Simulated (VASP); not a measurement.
# Cs2Rh3 (Pm-3m) in VASP: single point with PBE

Aim: the single point of Cs2Rh3 with PBE.

Everything below comes from runs of VASP 6.6.1. Logs are shortened: lines on timing, memory, paths and dates and some standing lists are left out, and cuts for length are marked.

## (1) The cell of the first run

The structure is cubic, space group Pm-3m (No. 221). Conventional cell: a = 5.640 Å, b = 5.640 Å, c = 5.640 Å, α = 90.00°, β = 90.00°, γ = 90.00°. Cs (site symmetry m-3m) has 12 Rh at 3.99 Å and 8 Cs at 4.88 Å within 5.2 Å. Cs (site symmetry m-3m) has 6 Rh at 2.82 Å within 3.7 Å. Within 3.7 Å of Rh (site symmetry 4/mmm) lie 2 Cs at 2.82 Å.

## (2) Single point, PBE

File INCAR:

```
ALGO = Normal ; EDIFF = 1E-6
ENCUT = 520 ; GGA = PE
ISIF = 2 ; ISMEAR = 0
LASPH = T ; LCHARG = F
LREAL = F ; LWAVE = F
NBANDS = 40 ; NELM = 100
PREC = Accurate ; SIGMA = 0.1
```

File KPOINTS:

```
k-points
0
Gamma
  4 4 4
```

File POSCAR:

```
Cs2Rh3
1.0
    5.6400923200      0.0000000000      0.0000000000
    0.0000000000      5.6400923200      0.0000000000
    0.0000000000      0.0000000000      5.6400923200
Cs Rh
2 3
Direct
    0.5000000000      0.5000000000      0.5000000000
    0.0000000000      0.0000000000      0.0000000000
    0.5000000000      0.0000000000      0.0000000000
    0.0000000000      0.5000000000      0.0000000000
    0.0000000000      0.0000000000      0.5000000000
```

Potentials or basis: VASP PAW PBE potentials, release 64 (Cs_sv, Rh_pv).

Run with:

```bash
cat potpaw_PBE.64/Cs_sv/POTCAR potpaw_PBE.64/Rh_pv/POTCAR > POTCAR
mpirun -np 1 vasp_std > vasp.out
```

OUTCAR:

```text
EDIFF = 1E-6
   ENCUT = 520
   GGA = PE
   ISIF = 2
   ISMEAR = 0
   LASPH = T
   LREAL = F
   NELM = 100
   PREC = Accurate

 ion  position               nearest neighbor table
   1  0.500  0.500  0.500-
   2  0.000  0.000  0.000-   3 2.82   4 2.82   5 2.82   5 2.82   4 2.82   3 2.82
   3  0.500  0.000  0.000-   2 2.82   2 2.82
   4  0.000  0.500  0.000-   2 2.82   2 2.82
   5  0.000  0.000  0.500-   2 2.82   2 2.82

  LATTYP: Found a simple cubic cell.
 ALAT       =     5.6400923200

  Lattice vectors:

 A1 = (   5.6400923200,   0.0000000000,   0.0000000000)
 A2 = (   0.0000000000,   5.6400923200,   0.0000000000)
 A3 = (   0.0000000000,   0.0000000000,   5.6400923200)

Analysis of symmetry for initial positions (statically):
=====================================================================
 Subroutine PRICEL returns:
 Original cell was already a primitive cell.

 Routine SETGRP: Setting up the symmetry group for a
 simple cubic supercell.

 Subroutine GETGRP returns: Found 48 space group operations
 (whereof 48 operations were pure point group operations)
 out of a pool of 48 trial point group operations.

The static configuration has the point symmetry O_h .

Analysis of symmetry for dynamics (positions and initial velocities):
=====================================================================
 Subroutine PRICEL returns:
 Original cell was already a primitive cell.

 Routine SETGRP: Setting up the symmetry group for a
 simple cubic supercell.

 Subroutine GETGRP returns: Found 48 space group operations
 (whereof 48 operations were pure point group operations)
 out of a pool of 48 trial point group operations.

The dynamic configuration has the point symmetry O_h .

 Subroutine INISYM returns: Found 48 space group operations
 (whereof 48 operations are pure point group operations),
 and found     1 'primitive' translations

----------------------------------------------------------------------------------------

                                     Primitive cell

  volume of cell :     179.4150

  direct lattice vectors                    reciprocal lattice vectors
     5.640092320  0.000000000  0.000000000     0.177302062  0.000000000  0.000000000
     0.000000000  5.640092320  0.000000000     0.000000000  0.177302062  0.000000000
     0.000000000  0.000000000  5.640092320     0.000000000  0.000000000  0.177302062

  length of vectors
     5.640092320  5.640092320  5.640092320     0.177302062  0.177302062  0.177302062

  position of ions in fractional coordinates (direct lattice)
     0.500000000  0.500000000  0.500000000
     0.000000000  0.000000000  0.000000000
     0.500000000  0.000000000  0.000000000
     0.000000000  0.500000000  0.000000000
     0.000000000  0.000000000  0.500000000

  ion indices of the primitive-cell ions
   primitive index   ion index
                 1           1
                 2           2
                 3           3
                 4           4
                 5           5

----------------------------------------------------------------------------------------

 KPOINTS: k-points

Automatic generation of k-mesh.
 Grid dimensions read from file:
 generate k-points for:    4    4    4

 Generating k-lattice:

  Cartesian coordinates                     Fractional coordinates (reciprocal lattice)
     0.044325516  0.000000000  0.000000000     0.250000000  0.000000000  0.000000000
     0.000000000  0.044325516  0.000000000     0.000000000  0.250000000  0.000000000
     0.000000000  0.000000000  0.044325516     0.000000000  0.000000000  0.250000000

  Length of vectors
     0.044325516  0.044325516  0.044325516

  Shift w.r.t. Gamma in fractional coordinates (k-lattice)
     0.000000000  0.000000000  0.000000000

 Subroutine IBZKPT returns following result:
 ===========================================

 Found     10 irreducible k-points:

 Following reciprocal coordinates:
            Coordinates               Weight
  0.000000  0.000000  0.000000      1.000000
  0.250000  0.000000  0.000000      6.000000
  0.500000  0.000000  0.000000      3.000000
  0.250000  0.250000  0.000000     12.000000
  0.500000  0.250000  0.000000     12.000000
  0.500000  0.500000  0.000000      3.000000
  0.250000  0.250000  0.250000      8.000000
  0.500000  0.250000  0.250000     12.000000
  0.500000  0.500000  0.250000      6.000000
  0.500000  0.500000  0.500000      1.000000
   k-points           NKPTS =     10   k-points in BZ     NKDIM =     10   number of bands    NBANDS=     40
   number of dos      NEDOS =    301   number of ions     NIONS =      5
   total plane-waves  NPLWV =  74088
   dimension x,y,z NGX =    42 NGY =   42 NGZ =   42
   dimension x,y,z NGXF=    84 NGYF=   84 NGZF=   84
   ions per type =               2   3
   NGX,Y,Z   is equivalent  to a cutoff of  12.38, 12.38, 12.38 a.u.
   NGXF,Y,Z  is equivalent  to a cutoff of  24.76, 24.76, 24.76 a.u.
 SYSTEM =  unknown system
   PREC   = accura    normal or accurate (medium, high low for compatibility)
   ISTART =      0    job   : 0-new  1-cont  2-samecut
   ICHARG =      2    charge: 1-file 2-atom 10-const
   ISPIN  =      1    spin polarized calculation?
   LNONCOLLINEAR =      F non collinear calculations
   LSORBIT =      F    spin-orbit coupling
   LASPH  =      T    aspherical Exc in radial PAW
   ENCUT  =  520.0 eV  38.22 Ry    6.18 a.u.  10.49 10.49 10.49*2*pi/ulx,y,z
   NELM   =    100;   NELMIN=  2; NELMDL= -5     # of ELM steps
   EDIFF  = 0.1E-05   stopping-criterion for ELM
   LREAL  =      F    real-space projection
   EDIFFG = 0.1E-04   stopping-criterion for IOM
   NSW    =      0    number of steps for IOM
   IBRION =     -1    ionic relax: 0-MD 1-quasi-New 2-CG
   NFREE  =      0    steps in history (QN), initial steepest desc. (CG)
   ISIF   =      2    stress and relaxation
   ISYM   =      2    0-nonsym 1-usesym 2-fastsym
   POTIM  = 0.5000    time-step for ionic-motion
   TEBEG  =    0.0;   TEEND  =   0.0 temperature during run
   PSTRESS=    0.0 pullay stress
   NELECT =      63.0000    total number of electrons
   NUPDOWN=      -1.0000    fix difference up-down
   EMIN   =  10.00;   EMAX   =-10.00  energy-range for DOS
   EFERMI =   0.00;   METHOD = LEGACY
   ISMEAR =     0;   SIGMA  =   0.10  broadening in eV -4-tet -1-fermi 0-gaus
   EFERMI_NEDOS =   21; number of points for ismear=-14 and -15
   IALGO  =     38    algorithm
   IMIX   =      4    mixing-type and parameters
     AMIX     =   0.40;   BMIX     =  1.00
     AMIX_MAG =   1.60;   BMIX_MAG =  1.00
  volume/ion in A,a.u.               =      35.88       242.15
  Fermi-wavevector in a.u.,A,eV,Ry     =   1.154965  2.182567 18.149410  1.333944
  Thomas-Fermi vector in A             =   2.291597
   LORBIT       =      0    0 simple, 1 ext, 2 COOP (PROOUT), +10 PAW based schemes
   GGA     = PE    functional components
   LHFCALC =     F    Hartree Fock is set to
   AEXX    =    0.0000 exact exchange contribution
   IVDW    =     0    specifies the selected vdW correction
   LEPSILON=     F    determine dielectric tensor
   LRPA    =     F    only Hartree local field effects (RPA)
 non-spin polarized calculation
 Gauss-broadening in eV      SIGMA  =   0.10
  energy-cutoff  :      520.00
  volume of cell :      179.41
 maximum number of plane-waves:      4842
 NGX is ok and might be reduce to    42
   NGX = 21   NGY = 21   NGZ = 21

 number of electron      63.0000020 magnetization

 Free energy of the ion-electron system (eV)
  ---------------------------------------------------
  ext. energy  EPLUGINS =         0.00000000
  ---------------------------------------------------
  free energy    TOTEN  =       -13.86022378 eV

  energy without entropy =      -13.76926619  energy(sigma->0) =      -13.81474499

 E-fermi :   2.1860     XC(G=0):  -8.7422

 val. band max:        2.1806883949   @ k =   0.2500   0.2500   0.0000
 cond. band min:       2.1943657034   @ k =   0.5000   0.5000   0.5000
 fundamental gap:      0.0136773085
 Fermi energy:         2.1860101788

 k-point     1 :       0.0000    0.0000    0.0000
  band No.  band energies     occupation
      1     -42.4763      2.00000
      2     -42.4763      2.00000
      3     -42.4763      2.00000
      4     -42.2117      2.00000
      5     -42.2117      2.00000
      6     -42.2117      2.00000
[... 32 lines left out ...]
     39       8.2478      0.00000
     40       8.2478      0.00000

 k-point     2 :       0.2500    0.0000    0.0000
  band No.  band energies     occupation
      1     -42.4766      2.00000
      2     -42.4763      2.00000
      3     -42.4763      2.00000
      4     -42.2118      2.00000
      5     -42.2117      2.00000
      6     -42.2117      2.00000
[... 32 lines left out ...]
     39       6.4796      0.00000
     40       6.9808      0.00000

 k-point     3 :       0.5000    0.0000    0.0000
  band No.  band energies     occupation
      1     -42.4768      2.00000
      2     -42.4763      2.00000
      3     -42.4763      2.00000
      4     -42.2118      2.00000
      5     -42.2115      2.00000
      6     -42.2115      2.00000
[... 32 lines left out ...]
     39       6.5202      0.00000
     40       6.5202      0.00000

 k-point     4 :       0.2500    0.2500    0.0000
  band No.  band energies     occupation
      1     -42.4780      2.00000
      2     -42.4763      2.00000
      3     -42.4751      2.00000
      4     -42.2125      2.00000
      5     -42.2116      2.00000
      6     -42.2115      2.00000
[... 32 lines left out ...]
     39       6.3754      0.00000
     40       7.1439      0.00000

 k-point     5 :       0.5000    0.2500    0.0000
  band No.  band energies     occupation
      1     -42.4788      2.00000
      2     -42.4763      2.00000
      3     -42.4746      2.00000
      4     -42.2129      2.00000
      5     -42.2115      2.00000
      6     -42.2115      2.00000
[... 32 lines left out ...]
     39       6.3458      0.00000
     40       6.9441      0.00000

 k-point     6 :       0.5000    0.5000    0.0000
  band No.  band energies     occupation
      1     -42.4798      2.00000
      2     -42.4763      2.00000
      3     -42.4739      2.00000
      4     -42.2134      2.00000
      5     -42.2115      2.00000
      6     -42.2115      2.00000
[... 32 lines left out ...]
     39       6.6596      0.00000
     40       7.0588      0.00000

 k-point     7 :       0.2500    0.2500    0.2500
  band No.  band energies     occupation
      1     -42.4795      2.00000
      2     -42.4751      2.00000
      3     -42.4751      2.00000
      4     -42.2126      2.00000
      5     -42.2124      2.00000
      6     -42.2124      2.00000
[... 32 lines left out ...]
     39       7.2987      0.00000
     40       7.2987      0.00000

 k-point     8 :       0.5000    0.2500    0.2500
  band No.  band energies     occupation
      1     -42.4804      2.00000
      2     -42.4751      2.00000
      3     -42.4744      2.00000
      4     -42.2129      2.00000
      5     -42.2128      2.00000
      6     -42.2125      2.00000
[... 32 lines left out ...]
     39       6.8522      0.00000
     40       7.3731      0.00000

 k-point     9 :       0.5000    0.5000    0.2500
  band No.  band energies     occupation
      1     -42.4815      2.00000
      2     -42.4748      2.00000
      3     -42.4739      2.00000
      4     -42.2134      2.00000
      5     -42.2129      2.00000
      6     -42.2129      2.00000
[... 32 lines left out ...]
     39       6.4012      0.00000
     40       7.0146      0.00000

 k-point    10 :       0.5000    0.5000    0.5000
  band No.  band energies     occupation
      1     -42.4827      2.00000
      2     -42.4739      2.00000
      3     -42.4739      2.00000
      4     -42.2134      2.00000
      5     -42.2134      2.00000
      6     -42.2134      2.00000
[... 32 lines left out ...]
     39       5.6901      0.00000
     40       6.9701      0.00000

------------------------ aborting loop because EDIFF is reached ----------------------------------------

  FORCE on cell =-STRESS in cart. coord.  units (eV):
  Direction    XX          YY          ZZ          XY          YZ          ZX
  --------------------------------------------------------------------------------------
  -------------------------------------------------------------------------------------
  Total       -4.5383797     -4.5383797     -4.5383797     -0.0000000     -0.0000000      0.0000000
  in kB      -40.5277757    -40.5277757    -40.5277757     -0.0000000     -0.0000000      0.0000000
  external PRESSURE =     -40.5277757 kB  Pullay stress =       0.0000000 kB

 VOLUME and BASIS-vectors are now :
 -----------------------------------------------------------------------------
  energy-cutoff  :      520.00
  volume of cell :      179.41
      direct lattice vectors                 reciprocal lattice vectors
     5.640092320  0.000000000  0.000000000     0.177302062  0.000000000  0.000000000
     0.000000000  5.640092320  0.000000000     0.000000000  0.177302062  0.000000000
     0.000000000  0.000000000  5.640092320     0.000000000  0.000000000  0.177302062

 POSITION                                       TOTAL-FORCE (eV/Angst)
 -----------------------------------------------------------------------------------
      2.82005      2.82005      2.82005         0.000000      0.000000      0.000000
      0.00000      0.00000      0.00000         0.000000      0.000000      0.000000
      2.82005      0.00000      0.00000         0.000000      0.000000      0.000000
      0.00000      2.82005      0.00000         0.000000      0.000000      0.000000
      0.00000      0.00000      2.82005         0.000000      0.000000      0.000000
 -----------------------------------------------------------------------------------
    total drift:                                0.000000      0.000000     -0.000000

  FREE ENERGIE OF THE ION-ELECTRON SYSTEM (eV)
  ---------------------------------------------------
  free  energy   TOTEN  =       -13.8602237762 eV

  energy  without entropy=      -13.7692661939  energy(sigma->0) =      -13.81474499
```

Run time: 28 s. Hardware: 1 thread of Intel Xeon 6975P-C (Granite Rapids), shared host; peak memory 0.27 GiB.

Results:

* Free energy: -13.8602 eV
* Pressure: -4.1 GPa

Levels at points of the mesh, in eV from the Fermi level:
| k point | band 28 | band 29 | band 30 | band 31 | band 32 | band 33 | band 34 | band 35 | band 36 | band 37 |
| --- | --- | --- | --- | --- | --- | --- | --- | --- | --- | --- |
| (0.00, 0.00, 0.00) | -0.27 | -0.27 | -0.08 | -0.08 | -0.08 | 0.14 | 1.62 | 1.62 | 4.22 | 4.22 |
| (0.50, 0.00, 0.00) | -0.35 | -0.17 | -0.17 | -0.13 | -0.10 | -0.07 | 1.47 | 1.77 | 3.52 | 3.65 |
| (0.50, 0.50, 0.00) | -0.35 | -0.27 | -0.08 | -0.04 | 0.16 | 0.16 | 0.99 | 2.27 | 2.27 | 3.46 |
| (0.50, 0.50, 0.50) | 0.01 | 0.01 | 0.25 | 0.25 | 0.25 | 1.70 | 1.70 | 1.70 | 2.34 | 2.34 |

Caveat: spin-orbit coupling is left out, which moves the levels of the heavy elements.
